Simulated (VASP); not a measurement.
# La (Fm-3m) in VASP: electric field gradients with r2SCAN

Aim: the electric field gradients of La with r2SCAN.

Program: VASP 6.6.1. These are calculated values, not measurements. Logs are shortened: lines on timing, memory, paths and dates and some standing lists are left out, and cuts for length are marked.

## 1. The cell of the first run

It takes space group Fm-3m (No. 225, cubic). Conventional cell: a = 5.323 Å, b = 5.323 Å, c = 5.323 Å, α = 90.00°, β = 90.00°, γ = 90.00°. La (site symmetry m-3m) has 12 La at 3.76 Å within 4.9 Å.

## 2. Electric field gradients, r2SCAN

POSCAR reads:

```
La
1.0
    0.0000000000      2.6613330491      2.6613330491
    2.6613330491      0.0000000000      2.6613330491
    2.6613330491      2.6613330491      0.0000000000
La
1
Direct
    0.0000000000      0.0000000000      0.0000000000
```

INCAR.step1 reads:

```
PREC = Accurate ; ENCUT = 520
ISMEAR = -1 ; SIGMA = 0.08
LREAL = F ; LASPH = T
NELM = 100 ; NBANDS = 12
GGA = PE ; ALGO = Normal
EDIFF = 1E-4 ; LWAVE = T
LCHARG = F
```

INCAR.step2 reads:

```
PREC = Accurate ; ENCUT = 520
EDIFF = 1E-8 ; ISMEAR = -1
SIGMA = 0.08 ; LREAL = F
LASPH = T ; NELM = 100
ALGO = Normal ; ISIF = 2
LWAVE = F ; LCHARG = F
METAGGA = R2SCAN ; LMIXTAU = T
LEFG = T ; NBANDS = 12
ISTART = 1
```

KPOINTS reads:

```
Automatic mesh
0
Gamma
  13 13 13
```

Potentials or basis: VASP PAW PBE potentials, release 64 (La).

Launch:

```console
> cat potpaw_PBE.64/La/POTCAR > POTCAR
> cp INCAR.step1 INCAR
> mpirun -np 1 vasp_std > vasp.out
> cp INCAR.step2 INCAR
> mpirun -np 1 vasp_std > vasp.out
```

OUTCAR:

```text
PREC = Accurate
   ENCUT = 520
   EDIFF = 1E-8
   ISMEAR = -1
   LREAL = F
   LASPH = T
   NELM = 100
   ISIF = 2
   METAGGA = R2SCAN
   ISTART = 1

 ion  position               nearest neighbor table
   1  0.000  0.000  0.000-

  LATTYP: Found a face centered cubic cell.
 ALAT       =     5.3226660982

  Lattice vectors:

 A1 = (   0.0000000000,   2.6613330491,   2.6613330491)
 A2 = (   2.6613330491,   0.0000000000,   2.6613330491)
 A3 = (   2.6613330491,   2.6613330491,   0.0000000000)

Analysis of symmetry for initial positions (statically):
=====================================================================
 Subroutine PRICEL returns:
 Original cell was already a primitive cell.

 Routine SETGRP: Setting up the symmetry group for a
 face centered cubic supercell.

 Subroutine GETGRP returns: Found 48 space group operations
 (whereof 48 operations were pure point group operations)
 out of a pool of 48 trial point group operations.

The static configuration has the point symmetry O_h .

Analysis of symmetry for dynamics (positions and initial velocities):
=====================================================================
 Subroutine PRICEL returns:
 Original cell was already a primitive cell.

 Routine SETGRP: Setting up the symmetry group for a
 face centered cubic supercell.

 Subroutine GETGRP returns: Found 48 space group operations
 (whereof 48 operations were pure point group operations)
 out of a pool of 48 trial point group operations.

The dynamic configuration has the point symmetry O_h .

 Subroutine INISYM returns: Found 48 space group operations
 (whereof 48 operations are pure point group operations),
 and found     1 'primitive' translations

----------------------------------------------------------------------------------------

                                     Primitive cell

  volume of cell :      37.6988

  direct lattice vectors                    reciprocal lattice vectors
     0.000000000  2.661333049  2.661333049    -0.187875772  0.187875772  0.187875772
     2.661333049  0.000000000  2.661333049     0.187875772 -0.187875772  0.187875772
     2.661333049  2.661333049  0.000000000     0.187875772  0.187875772 -0.187875772

  length of vectors
     3.763693292  3.763693292  3.763693292     0.325410382  0.325410382  0.325410382

  position of ions in fractional coordinates (direct lattice)
     0.000000000  0.000000000  0.000000000

  ion indices of the primitive-cell ions
   primitive index   ion index
                 1           1

----------------------------------------------------------------------------------------

 KPOINTS: Automatic mesh

Automatic generation of k-mesh.
 Grid dimensions read from file:
 generate k-points for:   13   13   13

 Generating k-lattice:

  Cartesian coordinates                     Fractional coordinates (reciprocal lattice)
    -0.014451982  0.014451982  0.014451982     0.076923077  0.000000000  0.000000000
     0.014451982 -0.014451982  0.014451982     0.000000000  0.076923077  0.000000000
     0.014451982  0.014451982 -0.014451982     0.000000000  0.000000000  0.076923077

  Length of vectors
     0.025031568  0.025031568  0.025031568

  Shift w.r.t. Gamma in fractional coordinates (k-lattice)
     0.000000000  0.000000000  0.000000000

 Subroutine IBZKPT returns following result:
 ===========================================

 Found     84 irreducible k-points:

 Following reciprocal coordinates:
            Coordinates               Weight
  0.000000  0.000000  0.000000      1.000000
  0.076923  0.000000  0.000000      8.000000
  0.153846  0.000000  0.000000      8.000000
  0.230769  0.000000  0.000000      8.000000
  0.307692  0.000000  0.000000      8.000000
  0.384615  0.000000  0.000000      8.000000
[... 16 lines left out ...]
  0.384615  0.153846  0.000000     24.000000
  0.461538  0.153846  0.000000     24.000000
 [... further k-points ...]
   k-points           NKPTS =     84   k-points in BZ     NKDIM =     84   number of bands    NBANDS=     12
   number of dos      NEDOS =    301   number of ions     NIONS =      1
   total plane-waves  NPLWV =  21952
   dimension x,y,z NGX =    28 NGY =   28 NGZ =   28
   dimension x,y,z NGXF=    56 NGYF=   56 NGZF=   56
   ions per type =               1
   NGX,Y,Z   is equivalent  to a cutoff of  12.37, 12.37, 12.37 a.u.
   NGXF,Y,Z  is equivalent  to a cutoff of  24.74, 24.74, 24.74 a.u.
 SYSTEM =  unknown system
   PREC   = accura    normal or accurate (medium, high low for compatibility)
   ISTART =      1    job   : 0-new  1-cont  2-samecut
   ICHARG =      0    charge: 1-file 2-atom 10-const
   ISPIN  =      1    spin polarized calculation?
   LNONCOLLINEAR =      F non collinear calculations
   LSORBIT =      F    spin-orbit coupling
   LASPH  =      T    aspherical Exc in radial PAW
   ENCUT  =  520.0 eV  38.22 Ry    6.18 a.u.   7.00  7.00  7.00*2*pi/ulx,y,z
   NELM   =    100;   NELMIN=  2; NELMDL=  0     # of ELM steps
   EDIFF  = 0.1E-07   stopping-criterion for ELM
   LREAL  =      F    real-space projection
   EDIFFG = 0.1E-06   stopping-criterion for IOM
   NSW    =      0    number of steps for IOM
   IBRION =     -1    ionic relax: 0-MD 1-quasi-New 2-CG
   NFREE  =      0    steps in history (QN), initial steepest desc. (CG)
   ISIF   =      2    stress and relaxation
   ISYM   =      2    0-nonsym 1-usesym 2-fastsym
   POTIM  = 0.5000    time-step for ionic-motion
   TEBEG  =    0.0;   TEEND  =   0.0 temperature during run
   PSTRESS=    0.0 pullay stress
   NELECT =      11.0000    total number of electrons
   NUPDOWN=      -1.0000    fix difference up-down
   EMIN   =  10.00;   EMAX   =-10.00  energy-range for DOS
   EFERMI =   0.00;   METHOD = LEGACY
   ISMEAR =    -1;   SIGMA  =   0.08  broadening in eV -4-tet -1-fermi 0-gaus
   EFERMI_NEDOS =   21; number of points for ismear=-14 and -15
   IALGO  =     38    algorithm
   IMIX   =      4    mixing-type and parameters
     AMIX     =   0.40;   BMIX     =  1.00
     AMIX_MAG =   1.60;   BMIX_MAG =  1.00
  volume/ion in A,a.u.               =      37.70       254.40
  Fermi-wavevector in a.u.,A,eV,Ry     =   1.085833  2.051927 16.041732  1.179034
  Thomas-Fermi vector in A             =   2.221956
   LORBIT       =      0    0 simple, 1 ext, 2 COOP (PROOUT), +10 PAW based schemes
   METAGGA = R2SCAN    functional components
   LHFCALC =     F    Hartree Fock is set to
   AEXX    =    0.0000 exact exchange contribution
   IVDW    =     0    specifies the selected vdW correction
   LEPSILON=     F    determine dielectric tensor
   LRPA    =     F    only Hartree local field effects (RPA)
 non-spin polarized calculation
  energy-cutoff  :      520.00
  volume of cell :       37.70
 maximum number of plane-waves:      1026
   NGX = 13   NGY = 13   NGZ = 13

 number of electron      11.0000000 magnetization

 Free energy of the ion-electron system (eV)
  ---------------------------------------------------
  ext. energy  EPLUGINS =         0.00000000
  ---------------------------------------------------
  free energy    TOTEN  =       -29.74766479 eV

  energy without entropy =      -29.70938646  energy(sigma->0) =      -29.72852562

 E-fermi :   7.8151     XC(G=0): -10.1515

 val. band max:        7.8107783757   @ k =  -0.3077   0.3077   0.0769
 cond. band min:       7.8160072805   @ k =  -0.4615   0.2308   0.0769
 fundamental gap:      0.0052289049
 Fermi energy:         7.8151163174

 k-point     1 :       0.0000    0.0000    0.0000
  band No.  band energies     occupation
      1     -26.2547      2.00000
      2      -8.7898      2.00000
      3      -8.7898      2.00000
      4      -8.7897      2.00000
      5       4.4902      2.00000
      6       9.3395      0.00000
      7       9.4771      0.00000
      8       9.4771      0.00000
      9       9.4771      0.00000
     10       9.9140      0.00000
     11       9.9140      0.00000
     12       9.9140      0.00000

 k-point     2 :       0.0769    0.0000    0.0000
  band No.  band energies     occupation
      1     -26.2435      2.00000
      2      -8.8794      2.00000
      3      -8.7999      2.00000
      4      -8.7999      2.00000
      5       4.6723      2.00000
      6       8.9313      0.00000
      7       9.5073      0.00000
      8       9.5073      0.00000
      9       9.7745      0.00000
     10       9.9130      0.00000
     11       9.9130      0.00000
     12       9.9382      0.00000

 k-point     3 :       0.1538    0.0000    0.0000
  band No.  band energies     occupation
      1     -26.2123      2.00000
      2      -9.1198      2.00000
      3      -8.8278      2.00000
      4      -8.8278      2.00000
      5       5.1569      2.00000
      6       8.5134      0.00032
      7       9.5556      0.00000
      8       9.5556      0.00000
      9       9.7748      0.00000
     10       9.9142      0.00000
     11       9.9142      0.00000
     12      10.1675      0.00000
[... 286 lines left out ...]
 k-point    23 :       0.3846    0.1538    0.0000
  band No.  band energies     occupation
      1     -26.0806      2.00000
      2      -9.8323      2.00000
      3      -9.0589      2.00000
      4      -9.0271      2.00000
      5       6.5693      2.00000
      6       8.0708      0.07859
      7       8.6594      0.00005
      8       9.7113      0.00000
      9       9.9825      0.00000
     10      10.0363      0.00000
     11      10.0648      0.00000
     12      10.3465      0.00000

 k-point    24 :       0.4615    0.1538    0.0000
  band No.  band energies     occupation
      1     -26.0490      2.00000
      2     -10.0080      2.00000
      3      -9.1266      2.00000
      4      -9.0363      2.00000
      5       6.5983      2.00000
      6       8.1422      0.03298
      7       9.0124      0.00000
      8       9.6322      0.00000
      9       9.9855      0.00000
     10      10.0052      0.00000
     11      10.0914      0.00000
     12      10.3738      0.00000

 [... further k-points ...]
[... 5 lines left out ...]
  --------------------------------------------------------------------------------------
  -------------------------------------------------------------------------------------
  Total       -0.0828316     -0.0828316     -0.0828316     -0.0000000     -0.0000000     -0.0000000
  in kB       -3.5202954     -3.5202954     -3.5202954     -0.0000000     -0.0000000     -0.0000000
  external PRESSURE =      -3.5202954 kB  Pullay stress =       0.0000000 kB

 VOLUME and BASIS-vectors are now :
 -----------------------------------------------------------------------------
  energy-cutoff  :      520.00
  volume of cell :       37.70
      direct lattice vectors                 reciprocal lattice vectors
     0.000000000  2.661333049  2.661333049    -0.187875772  0.187875772  0.187875772
     2.661333049  0.000000000  2.661333049     0.187875772 -0.187875772  0.187875772
     2.661333049  2.661333049  0.000000000     0.187875772  0.187875772 -0.187875772

 POSITION                                       TOTAL-FORCE (eV/Angst)
 -----------------------------------------------------------------------------------
      0.00000      0.00000      0.00000         0.000000      0.000000      0.000000
 -----------------------------------------------------------------------------------
    total drift:                                0.000000     -0.000000     -0.000000

  FREE ENERGIE OF THE ION-ELECTRON SYSTEM (eV)
  ---------------------------------------------------
  free  energy   TOTEN  =       -29.7476647883 eV

  energy  without entropy=      -29.7093864567  energy(sigma->0) =      -29.72852562

 Electric field gradients (V/A^2)
---------------------------------------------------------------------
 ion       V_xx      V_yy      V_zz      V_xy      V_xz      V_yz
---------------------------------------------------------------------
   1      -0.000     0.000    -0.000    -0.000    -0.000    -0.000
---------------------------------------------------------------------

 Electric field gradients after diagonalization (V/A^2)
 (convention: |V_zz| > |V_xx| > |V_yy|)
----------------------------------------------------------------------
 ion       V_xx      V_yy      V_zz     asymmetry (V_yy - V_xx)/ V_zz
----------------------------------------------------------------------
   1       0.000     0.000    -0.000       0.000
----------------------------------------------------------------------

           NMR quadrupolar parameters

 Cq : quadrupolar parameter    Cq=e*Q*V_zz/h
 eta: asymmetry parameters     (V_yy - V_xx)/ V_zz
 Q  : nuclear electric quadrupole moment in mb (millibarn)
----------------------------------------------------------------------
 ion       Cq(MHz)       eta       Q (mb)
----------------------------------------------------------------------
   1      -0.000       0.000       1.000
----------------------------------------------------------------------
```

Run time: 4.3 min. Hardware: 1 thread of AMD EPYC 7R43 (Zen 3), shared host; peak memory 0.17 GiB.

Results:

| Property | Result |
| --- | --- |
| Free energy | -29.7477 eV |
| Pressure | -0.4 GPa |

Levels at points of the mesh, in eV from the Fermi level:
| k point | band 3 | band 4 | band 5 | band 6 | band 7 | band 8 |
| --- | --- | --- | --- | --- | --- | --- |
| (0.00, 0.00, 0.00) | -16.60 | -16.60 | -3.32 | 1.52 | 1.66 | 1.66 |

Caveat: without QUAD_EFG the Cq values of the log hold for a quadrupole moment of 1 mb, not for the nuclei; the PAW data sets were made with another functional, which shifts forces and pressure a little; spin-orbit coupling is left out, which moves the levels of the heavy elements.
